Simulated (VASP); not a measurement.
Write the native input for VASP 6.6.1 that does the following.

| Property | Result |
| --- | --- |
| Task | single point |
| Functional | PBE |
| Potentials or basis | VASP PAW PBE potentials, release 64 (Ba_sv, Ti_sv, O_h) |
| Cutoff | 910 eV |
| k mesh | 8 × 8 × 6 |
| Occupations | gaussian, width 0.02 eV |
| Spin | no spin polarisation |
| Dipole correction | no |
| Further INCAR settings | ALGO = Normal; EDIFF = 1e-06; NBANDS = 28 |

The structure of BaTiO3 lies in POSCAR:

```
BaTiO3
1.0
    3.9256680472      0.0000000000      0.0000000000
    0.0000000000      3.9256680472      0.0000000000
    0.0000000000      0.0000000000      4.3396355141
Ba Ti O
1 1 3
Direct
    0.5000000000      0.5000000000      0.6006022887
    0.0000000000      0.0000000000      0.1157124600
    0.0000000000      0.5000000000      0.0564191287
    0.5000000000      0.0000000000      0.0564191287
    0.0000000000      0.0000000000      0.5308439838
```

One way to write it, as run:

INCAR

```
PREC = Accurate
ENCUT = 910
EDIFF = 1E-6
ISMEAR = 0
SIGMA = 0.02
LREAL = False
LASPH = True
NELM = 120
ALGO = Normal
ISIF = 2
LWAVE = False
LCHARG = False
GGA = PE
NBANDS = 28
GGA_COMPAT = False
```

KPOINTS

```
regular mesh
0
Gamma
  8 8 6
```

Potentials or basis: VASP PAW PBE potentials, release 64 (Ba_sv, Ti_sv, O_h).

Launch:

```sh
$ cat potpaw_PBE.64/Ba_sv/POTCAR potpaw_PBE.64/Ti_sv/POTCAR potpaw_PBE.64/O_h/POTCAR > POTCAR
$ mpirun -np 1 vasp_std > vasp.out
```

It gave:

```
Pressure               : 3.4 GPa
Largest force          : 0.067 eV/Å
Band gap on the k mesh : 1.84 eV (least direct gap 2.52 eV)
```

Caveat: the cutoff is under 1.25 times the usual one of these potentials, so pressure, stress and relaxed cells hold a basis-set (Pulay) error; the cell stands under pressure; spin-orbit coupling is left out, which moves the levels of the heavy elements.

Run time: 2 min on 1 thread of Intel(R) Xeon(R) 6975P-C (Granite Rapids) (shared host), peak memory 0.44 GiB.
